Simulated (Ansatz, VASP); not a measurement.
## One calculation of BN, two programs

The input INCAR:

```
ALGO = Normal
EDIFF = 1E-6
ENCUT = 520
GGA = PS
ISIF = 2
ISMEAR = 0
LASPH = T
LCHARG = T
LELF = T
LREAL = F
LVHAR = T
LWAVE = F
NBANDS = 11
NELM = 100
PREC = Accurate
SIGMA = 0.01
```

The input KPOINTS:

```
k-points
0
Gamma
  10 10 10
```

The input POSCAR:

```
BN
1.0
    1.2511217800      0.7223355000      3.3729344000
   -1.2511217800      0.7223355000      3.3729344000
    0.0000000000     -1.4446710000      3.3729344000
B N
1 1
Direct
    0.9996712000      0.9996712000      0.9996712000
    0.3327618000      0.3327618000      0.3327618000
```

Input for Ansatz:

```yaml
crystal:
  lattice:
    - [1.25112178, 0.7223355, 3.3729344]
    - [-1.25112178, 0.7223355, 3.3729344]
    - [0.0, -1.444671, 3.3729344]
  atoms:
    - { symbol: B, position: [0.9996712000000001, 0.9996712, 0.9996712] }
    - { symbol: "N", position: [0.3327618, 0.3327618, 0.3327618] }
kpoints:
  mp_grid:
    grid: [10, 10, 10]
  band_path:
    path:
      - [7.326227205302772e-10, 0.3, -0.3000000007326228]
      - [-0.0015929769929527273, 0.3015929777255755, -0.3000000007326228]
      - [0.0015929784581981683, 0.29840702227442456, -0.3000000007326228]
      - [-0.0009197053905433265, 0.29908029387683394, -0.2981605884862907]
      - [0.0009197068557887675, 0.30091970612316604, -0.3018394129789549]
      - [-0.0042945527272548484, 0.29570544654012243, -0.30429455419250034]
      - [0.00429455419250029, 0.30429455345987755, -0.2957054472727452]
      - [0.0025126845813642153, 0.2993267283975906, -0.3018394129789549]
      - [0.0006732723350321216, 0.2974873161512585, -0.2981605884862907]
      - [-0.0006732708697866805, 0.30251268384874147, -0.3018394129789549]
      - [-0.0025126831161187742, 0.3006732716024094, -0.2981605884862907]
      - [0.005887531918075739, 0.3027015757343021, -0.2957054472727452]
      - [-0.0027015750016794004, 0.294112468814547, -0.30429455419250034]
      - [0.0027015764669248423, 0.30588753118545303, -0.2957054472727452]
      - [-0.005887530452830296, 0.29729842426569786, -0.30429455419250034]
      - [0.005214260315666338, 0.3052142595830436, -0.29754485951907733]
      - [-0.0033748466040888015, 0.2966251526632884, -0.30613396643883245]
      - [0.003374848069334244, 0.3033748473367115, -0.2938660350264131]
      - [-0.005214258850420895, 0.2947857404169564, -0.30245514194616824]
    npoints: 1
hamiltonian:
  xc: pbesol
scf:
  occupations:
    method: fixed
```

Alike in both runs: task single point; functional PBEsol; k mesh 10 × 10 × 10; no spin polarisation.

|  | VASP | Ansatz |
| --- | --- | --- |
| version | VASP 6.6.1 | Ansatz 0.2.0 |
| potentials or method | VASP PAW PBE potentials, release 64 (B, N) | plane waves, PAW |
| plane-wave cutoff (eV) | 520 | 420 |
| occupations | gaussian, width 0.01 eV | fixed |
| valence electrons in the cell | 8 | 8 |

VASP gave:

* gap on the k mesh at the Fermi level (eV): 4.14

Estimate Ansatz's values.

gap on the k mesh at the Fermi level (eV): 4.15.

VASP's potentials were made for PBE, not for PBEsol.
